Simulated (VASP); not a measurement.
Set up this calculation in VASP 6.6.1, as the native input.

- Task: single point
- Functional: r2SCAN
- Potentials or basis: VASP PAW PBE potentials, release 64 (Hf_pv)
- Cutoff: 440 eV
- k mesh: 9 × 9 × 1
- Occupations: gaussian, width 0.1 eV
- Spin: no spin polarisation
- Dipole correction: yes
- Further INCAR settings: ALGO = Normal; EDIFF = 1e-06; NBANDS = 22

Hf, a slab with vacuum:

```
Hf
1.0
     3.16735    0.00000    0.00000
     0.00000    3.16735    0.00000
     0.00000    0.00000   18.47931
Hf
3
Direct
  0.50000 0.50000 0.37880
  0.00000 0.00000 0.49007
  0.50000 0.50000 0.60153
```

These files were run (other wordings do the same):

POSCAR

```
Hf
1.0
    3.1673477160      0.0000000000      0.0000000000
    0.0000000000      3.1673477160      0.0000000000
    0.0000000000      0.0000000000     18.4793060967
Hf
3
Direct
    0.5000000000      0.5000000000      0.3788021024
    0.0000000000      0.0000000000      0.4900655751
    0.5000000000      0.5000000000      0.6015252157
```

INCAR.step1

```
PREC = Accurate
ENCUT = 440
ISMEAR = 0
SIGMA = 0.1
LREAL = False
LASPH = True
NELM = 120
LDIPOL = True
IDIPOL = 3
DIPOL = 0.5 0.5 0.490
NBANDS = 22
GGA = PE
ALGO = Normal
EDIFF = 1E-5
LWAVE = True
LCHARG = False
GGA_COMPAT = False
NELMDL = -8
```

INCAR.step2

```
PREC = Accurate
ENCUT = 440
EDIFF = 1E-6
ISMEAR = 0
SIGMA = 0.1
LREAL = False
LASPH = True
NELM = 120
ALGO = Normal
ISIF = 2
LWAVE = False
LCHARG = True
LDIPOL = True
IDIPOL = 3
DIPOL = 0.5 0.5 0.490
METAGGA = R2SCAN
LMIXTAU = True
LELF = True
LVHAR = True
LVACPOTAV = True
NBANDS = 22
ISTART = 1
GGA_COMPAT = False
```

KPOINTS

```
regular mesh
0
Gamma
  9 9 1
```

Potentials or basis: VASP PAW PBE potentials, release 64 (Hf_pv).

Command:

```sh
$ cat potpaw_PBE.64/Hf_pv/POTCAR > POTCAR
$ cp INCAR.step1 INCAR
$ mpirun -np 1 vasp_std > vasp.out
$ cp INCAR.step2 INCAR
$ mpirun -np 1 vasp_std > vasp.out
```

It gave:

* Largest force: 0.061 eV/Å
* Band gap on the k mesh: zero (bands 15 and 16 overlap by 0.28 eV)

Caveat: the PAW data sets were made with another functional, which shifts forces and pressure a little; spin-orbit coupling is left out, which moves the levels of the heavy elements.

It took 5.4 min on 1 thread of AMD EPYC 9R45 96-Core Processor (Zen 5), on a shared host, peak memory 0.26 GiB.
